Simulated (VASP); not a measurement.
# Pd: single point with PBEsol

Pd:

```
CELL_PARAMETERS angstrom
0.00000 2.01403 2.01403
2.01403 0.00000 2.01403
2.01403 2.01403 0.00000
ATOMIC_POSITIONS crystal
Pd 0.00000 0.00000 0.00000
```

This cell differs from its parent crystal: volume scaled by 1.12.

```json
{
  "Program": "VASP 6.6.1",
  "Task": "single point",
  "Functional": "PBEsol",
  "Potentials or basis": "VASP PAW PBE potentials, release 64 (Pd)",
  "Cutoff": "520 eV",
  "k mesh": "23 × 23 × 23",
  "Occupations": "fermi-dirac, width 0.1 eV",
  "Spin": "no spin polarisation",
  "Dipole correction": "no",
  "Further INCAR settings": "ALGO = Normal; EDIFF = 1e-06; NBANDS = 11"
}
```

```json
{
  "Pressure": "-17.1 GPa",
  "Band gap on the k mesh": "zero (band 5 reaches 8.21 eV, above the bottom of band 6 at 6.89 eV)"
}
```

Levels at points of the mesh, in eV from the Fermi level:
```tsv
k point	band 1	band 2	band 3	band 4	band 5	band 6	band 7	band 8	band 9	band 10
(0.00, 0.00, 0.00)	-6.50	-2.45	-2.45	-2.45	-1.07	-1.07	17.00	21.19	21.19	21.19
```

Run time: 44 s on 1 thread of Intel(R) Xeon(R) Platinum 8259CL CPU @ 2.50GHz (Skylake/Cascade Lake), on a shared host, peak memory 0.19 GiB.

Caveat: the PAW data sets were made with another functional, which shifts forces and pressure a little.
